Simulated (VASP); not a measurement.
# ZrTi (Cmmm) in VASP: single point with LDA

Aim: the single point of ZrTi with LDA.

All numbers are computed with VASP 6.6.1; they aren't measurements. Logs are shortened: lines on timing, memory, paths and dates and some standing lists are left out, and cuts for length are marked.

## Step 1: The cell of the first run

It takes space group Cmmm (No. 65, orthorhombic). Conventional cell: a = 4.071 Å, b = 4.731 Å, c = 4.198 Å, α = 90.00°, β = 90.00°, γ = 90.00°. Within 3.9 Å of Zr (site symmetry mmm) lie 8 Ti at 2.92 to 3.16 Å and 4 Zr at 3.12 Å. Ti (site symmetry mmm) has 8 Zr at 2.92 to 3.16 Å and 4 Ti at 3.12 Å within 3.9 Å.

## Step 2: Single point, LDA (strain -0.1500 x Voigt [0, 0, 0, 0, 0, 1])

File INCAR:

```
SYSTEM = ZrTi
PREC     = Accurate       ! precision mode
ENCUT    = 520            ! plane-wave cutoff, eV
EDIFF    = 1E-6           ! SCF threshold, eV
ISMEAR   = 0              ! smearing method
SIGMA    = 0.15           ! smearing width, eV
LREAL    = .False.        ! projectors in reciprocal space
LASPH    = .True.         ! aspherical terms in the spheres
NELM     = 100            ! most SCF steps
ALGO     = Normal         ! electronic algorithm
ISIF     = 2              ! what is computed and relaxed
LWAVE    = .False.        ! write WAVECAR
LCHARG   = .True.         ! write CHGCAR
LELF     = .True.         ! ELF
LVHAR    = .True.       
NBANDS   = 19             ! bands
```

File KPOINTS:

```
Automatic mesh
0
Gamma
  16 16 12
  0 0 0
```

File POSCAR:

```
ZrTi
1.0
    3.1119350000     -0.2333951250      0.0000000000
   -0.2333951250      3.1119350000      0.0000000000
    0.0000000000      0.0000000000      4.1977650000
Zr Ti
1 1
Direct
    0.5000000000      0.5000000000      0.5000000000
    0.0000000000      0.0000000000      0.0000000000
```

Potentials or basis: VASP PAW LDA potentials, release 64 (Zr_sv, Ti_sv).

On the command line:

```
$ cat potpaw_LDA.64/Zr_sv/POTCAR potpaw_LDA.64/Ti_sv/POTCAR > POTCAR
$ mpirun -np 1 vasp_std > vasp.out
```

OUTCAR:

```text
SYSTEM = ZrTi
   PREC = Accurate
   ENCUT = 520
   EDIFF = 1E-6
   ISMEAR = 0
   LREAL = .False.
   LASPH = .True.
   NELM = 100
   ISIF = 2

 ion  position               nearest neighbor table
   1  0.500  0.500  0.500-   2 2.92   2 2.92   2 2.92   2 2.92   2 3.16   2 3.16   2 3.16   2 3.16

   2  0.000  0.000  0.000-   1 2.92   1 2.92   1 2.92   1 2.92   1 3.16   1 3.16   1 3.16   1 3.16

  LATTYP: Found a base centered orthorhombic cell.
 ALAT       =     4.0708701311
 B/A-ratio  =     1.1621621622
 C/A-ratio  =     1.0311714363

  Lattice vectors:

 A1 = (   3.1119350000,  -0.2333951250,   0.0000000000)
 A2 = (  -0.2333951250,   3.1119350000,   0.0000000000)
 A3 = (   0.0000000000,   0.0000000000,   4.1977650000)

Analysis of symmetry for initial positions (statically):
=====================================================================
 Subroutine PRICEL returns:
 Original cell was already a primitive cell.

 Routine SETGRP: Setting up the symmetry group for a
 base centered orthorhombic supercell.

 Subroutine GETGRP returns: Found  8 space group operations
 (whereof  8 operations were pure point group operations)
 out of a pool of  8 trial point group operations.

The static configuration has the point symmetry D_2h.

Analysis of symmetry for dynamics (positions and initial velocities):
=====================================================================
 Subroutine PRICEL returns:
 Original cell was already a primitive cell.

 Routine SETGRP: Setting up the symmetry group for a
 base centered orthorhombic supercell.

 Subroutine GETGRP returns: Found  8 space group operations
 (whereof  8 operations were pure point group operations)
 out of a pool of  8 trial point group operations.

The dynamic configuration has the point symmetry D_2h.

 Subroutine INISYM returns: Found  8 space group operations
 (whereof  8 operations are pure point group operations),
 and found     1 'primitive' translations

----------------------------------------------------------------------------------------

                                     Primitive cell

  volume of cell :      40.4231

  direct lattice vectors                    reciprocal lattice vectors
     3.111935000 -0.233395125  0.000000000     0.323161255  0.024237094  0.000000000
    -0.233395125  3.111935000  0.000000000     0.024237094  0.323161255  0.000000000
     0.000000000  0.000000000  4.197765000     0.000000000  0.000000000  0.238222006

  length of vectors
     3.120675044  3.120675044  4.197765000     0.324068871  0.324068871  0.238222006

  position of ions in fractional coordinates (direct lattice)
     0.500000000  0.500000000  0.500000000
     0.000000000  0.000000000  0.000000000

  ion indices of the primitive-cell ions
   primitive index   ion index
                 1           1
                 2           2

----------------------------------------------------------------------------------------

 KPOINTS: Automatic mesh

Automatic generation of k-mesh.
 Grid dimensions read from file:
 generate k-points for:   16   16   12

 Generating k-lattice:

  Cartesian coordinates                     Fractional coordinates (reciprocal lattice)
     0.020197578  0.001514818  0.000000000     0.062500000  0.000000000  0.000000000
     0.001514818  0.020197578  0.000000000     0.000000000  0.062500000  0.000000000
     0.000000000  0.000000000  0.019851834     0.000000000  0.000000000  0.083333333

  Length of vectors
     0.020254304  0.020254304  0.019851834

  Shift w.r.t. Gamma in fractional coordinates (k-lattice)
     0.000000000  0.000000000  0.000000000

 Subroutine IBZKPT returns following result:
 ===========================================

 Found    511 irreducible k-points:

 Following reciprocal coordinates:
            Coordinates               Weight
  0.000000  0.000000  0.000000      1.000000
  0.062500 -0.000000  0.000000      4.000000
  0.125000 -0.000000  0.000000      4.000000
  0.187500 -0.000000  0.000000      4.000000
  0.250000 -0.000000  0.000000      4.000000
  0.312500  0.000000  0.000000      4.000000
[... 16 lines left out ...]
 -0.125000  0.062500  0.000000      4.000000
 -0.062500  0.062500  0.000000      2.000000
 [... further k-points ...]
   k-points           NKPTS =    511   k-points in BZ     NKDIM =    511   number of bands    NBANDS=     19
   number of dos      NEDOS =    301   number of ions     NIONS =      2
   total plane-waves  NPLWV =  18432
   dimension x,y,z NGX =    24 NGY =   24 NGZ =   32
   dimension x,y,z NGXF=    48 NGYF=   48 NGZF=   64
   ions per type =               1   1
   NGX,Y,Z   is equivalent  to a cutoff of  12.79, 12.79, 12.67 a.u.
   NGXF,Y,Z  is equivalent  to a cutoff of  25.57, 25.57, 25.35 a.u.
 SYSTEM =  ZrTi
   PREC   = accura    normal or accurate (medium, high low for compatibility)
   ISTART =      0    job   : 0-new  1-cont  2-samecut
   ICHARG =      2    charge: 1-file 2-atom 10-const
   ISPIN  =      1    spin polarized calculation?
   LNONCOLLINEAR =      F non collinear calculations
   LSORBIT =      F    spin-orbit coupling
   LASPH  =      T    aspherical Exc in radial PAW
   ENCUT  =  520.0 eV  38.22 Ry    6.18 a.u.   5.80  5.80  7.81*2*pi/ulx,y,z
   NELM   =    100;   NELMIN=  2; NELMDL= -5     # of ELM steps
   EDIFF  = 0.1E-05   stopping-criterion for ELM
   LREAL  =      F    real-space projection
   EDIFFG = 0.1E-04   stopping-criterion for IOM
   NSW    =      0    number of steps for IOM
   IBRION =     -1    ionic relax: 0-MD 1-quasi-New 2-CG
   NFREE  =      0    steps in history (QN), initial steepest desc. (CG)
   ISIF   =      2    stress and relaxation
   ISYM   =      2    0-nonsym 1-usesym 2-fastsym
   POTIM  = 0.5000    time-step for ionic-motion
   TEBEG  =    0.0;   TEEND  =   0.0 temperature during run
   PSTRESS=    0.0 pullay stress
   NELECT =      24.0000    total number of electrons
   NUPDOWN=      -1.0000    fix difference up-down
   EMIN   =  10.00;   EMAX   =-10.00  energy-range for DOS
   EFERMI =   0.00;   METHOD = LEGACY
   ISMEAR =     0;   SIGMA  =   0.15  broadening in eV -4-tet -1-fermi 0-gaus
   EFERMI_NEDOS =   21; number of points for ismear=-14 and -15
   IALGO  =     38    algorithm
   IMIX   =      4    mixing-type and parameters
     AMIX     =   0.40;   BMIX     =  1.00
     AMIX_MAG =   1.60;   BMIX_MAG =  1.00
  volume/ion in A,a.u.               =      20.21       136.39
  Fermi-wavevector in a.u.,A,eV,Ry     =   1.375948  2.600165 25.759010  1.893234
  Thomas-Fermi vector in A             =   2.501238
   LORBIT       =      0    0 simple, 1 ext, 2 COOP (PROOUT), +10 PAW based schemes
   GGA     = CA    functional components
   LHFCALC =     F    Hartree Fock is set to
   AEXX    =    0.0000 exact exchange contribution
   IVDW    =     0    specifies the selected vdW correction
   LEPSILON=     F    determine dielectric tensor
   LRPA    =     F    only Hartree local field effects (RPA)
 non-spin polarized calculation
 Gauss-broadening in eV      SIGMA  =   0.15
  energy-cutoff  :      520.00
  volume of cell :       40.42
 maximum number of plane-waves:      1110
   NGX = 11   NGY = 11   NGZ = 15

 number of electron      24.0000002 magnetization

 Free energy of the ion-electron system (eV)
  ---------------------------------------------------
  ext. energy  EPLUGINS =         0.00000000
  ---------------------------------------------------
  free energy    TOTEN  =       -17.59319033 eV

  energy without entropy =      -17.54666889  energy(sigma->0) =      -17.56992961

 E-fermi :   8.3631     XC(G=0): -11.5268

 val. band max:        8.3627858119   @ k =   0.5000   0.1250   0.0000
 cond. band min:       8.3638493464   @ k =  -0.3750   0.1250   0.4167
 fundamental gap:      0.0010635345
 Fermi energy:         8.3630816421

 k-point     1 :       0.0000    0.0000    0.0000
  band No.  band energies     occupation
      1     -47.6988      2.00000
      2     -39.6747      2.00000
      3     -24.3763      2.00000
      4     -24.2723      2.00000
      5     -24.1794      2.00000
      6     -17.8724      2.00000
[... 11 lines left out ...]
     18      12.7597      0.00000
     19      13.2035      0.00000

 k-point     2 :       0.0625   -0.0000    0.0000
  band No.  band energies     occupation
      1     -47.6981      2.00000
      2     -39.6722      2.00000
      3     -24.3749      2.00000
      4     -24.2752      2.00000
      5     -24.1831      2.00000
      6     -17.8708      2.00000
[... 11 lines left out ...]
     18      12.9730      0.00000
     19      13.0672      0.00000

 k-point     3 :       0.1250   -0.0000    0.0000
  band No.  band energies     occupation
      1     -47.6960      2.00000
      2     -39.6651      2.00000
      3     -24.3710      2.00000
      4     -24.2853      2.00000
      5     -24.1916      2.00000
      6     -17.8663      2.00000
[... 11 lines left out ...]
     18      12.7330      0.00000
     19      13.0245      0.00000

 k-point     4 :       0.1875   -0.0000    0.0000
  band No.  band energies     occupation
      1     -47.6929      2.00000
      2     -39.6544      2.00000
      3     -24.3651      2.00000
      4     -24.3049      2.00000
      5     -24.1996      2.00000
      6     -17.8595      2.00000
[... 11 lines left out ...]
     18      12.3327      0.00000
     19      12.9027      0.00000

 k-point     5 :       0.2500   -0.0000    0.0000
  band No.  band energies     occupation
      1     -47.6891      2.00000
      2     -39.6418      2.00000
      3     -24.3582      2.00000
      4     -24.3328      2.00000
      5     -24.2041      2.00000
      6     -17.8954      2.00000
[... 11 lines left out ...]
     18      11.9553      0.00000
     19      12.7019      0.00000
[... 334 lines left out ...]
      2     -39.6395      2.00000
      3     -24.3584      2.00000
      4     -24.3324      2.00000
      5     -24.2106      2.00000
      6     -17.8855      2.00000
[... 11 lines left out ...]
     18      11.9284      0.00000
     19      12.9927      0.00000

 k-point    22 :      -0.1875    0.0625    0.0000
  band No.  band energies     occupation
      1     -47.6923      2.00000
      2     -39.6521      2.00000
      3     -24.3651      2.00000
      4     -24.3052      2.00000
      5     -24.2055      2.00000
      6     -17.8548      2.00000
[... 11 lines left out ...]
     18      12.1628      0.00000
     19      13.2754      0.00000

 k-point    23 :      -0.1250    0.0625    0.0000
  band No.  band energies     occupation
      1     -47.6954      2.00000
      2     -39.6627      2.00000
      3     -24.3706      2.00000
      4     -24.2867      2.00000
      5     -24.1964      2.00000
      6     -17.8625      2.00000
[... 11 lines left out ...]
     18      12.4868      0.00000
     19      13.5313      0.00000

 k-point    24 :      -0.0625    0.0625    0.0000
  band No.  band energies     occupation
      1     -47.6974      2.00000
      2     -39.6697      2.00000
      3     -24.3741      2.00000
      4     -24.2777      2.00000
      5     -24.1870      2.00000
      6     -17.8681      2.00000
[... 11 lines left out ...]
     18      12.8357      0.00000
     19      13.6590      0.00000

 [... further k-points ...]
[... 5 lines left out ...]
  --------------------------------------------------------------------------------------
  -------------------------------------------------------------------------------------
  Total       -1.7933498     -1.7933498     -1.7750819      0.5490259      0.0000000      0.0000000
  in kB      -71.0798084    -71.0798084    -70.3557533     21.7607592      0.0000000      0.0000000
  external PRESSURE =     -70.8384567 kB  Pullay stress =       0.0000000 kB

 VOLUME and BASIS-vectors are now :
 -----------------------------------------------------------------------------
  energy-cutoff  :      520.00
  volume of cell :       40.42
      direct lattice vectors                 reciprocal lattice vectors
     3.111935000 -0.233395125  0.000000000     0.323161255  0.024237094  0.000000000
    -0.233395125  3.111935000  0.000000000     0.024237094  0.323161255  0.000000000
     0.000000000  0.000000000  4.197765000     0.000000000  0.000000000  0.238222006

 POSITION                                       TOTAL-FORCE (eV/Angst)
 -----------------------------------------------------------------------------------
      1.43927      1.43927      2.09888        -0.000000      0.000000      0.000000
      0.00000      0.00000      0.00000         0.000000      0.000000      0.000000
 -----------------------------------------------------------------------------------
    total drift:                                0.000000      0.000000     -0.000000

  FREE ENERGIE OF THE ION-ELECTRON SYSTEM (eV)
  ---------------------------------------------------
  free  energy   TOTEN  =       -17.5931903270 eV

  energy  without entropy=      -17.5466688867  energy(sigma->0) =      -17.56992961
```

Run time: 3.5 min. Hardware: 1 thread of Intel Xeon Platinum 8488C (Sapphire Rapids), shared host; peak memory 0.46 GiB.

What came out:

- Free energy: -17.5932 eV
- Pressure: -7.1 GPa
- Band gap on the k mesh: zero (band 12 reaches 8.96 eV, above the bottom of band 13 at 7.81 eV)

Levels at points of the mesh, in eV from the Fermi level:
```csv
k point,band 10,band 11,band 12,band 13,band 14,band 15
"(0.00, 0.00, 0.00)",-2.73,-1.82,0.15,1.31,1.42,1.75
"(0.50, 0.00, 0.00)",-1.65,-0.37,-0.21,-0.05,0.07,1.51
"(0.50, 0.50, 0.00)",-2.39,-1.92,-1.72,1.70,3.05,3.40
"(0.00, 0.00, 0.50)",-3.13,-0.67,-0.34,1.09,1.50,1.69
"(0.50, 0.00, 0.50)",-2.48,0.15,0.19,0.90,1.17,1.41
"(0.50, 0.50, 0.50)",-1.26,-0.93,-0.36,-0.15,0.28,1.63
```

Caveat: the cell differs from its parent crystal (strain -0.1500 x Voigt [0, 0, 0, 0, 0, 1]).
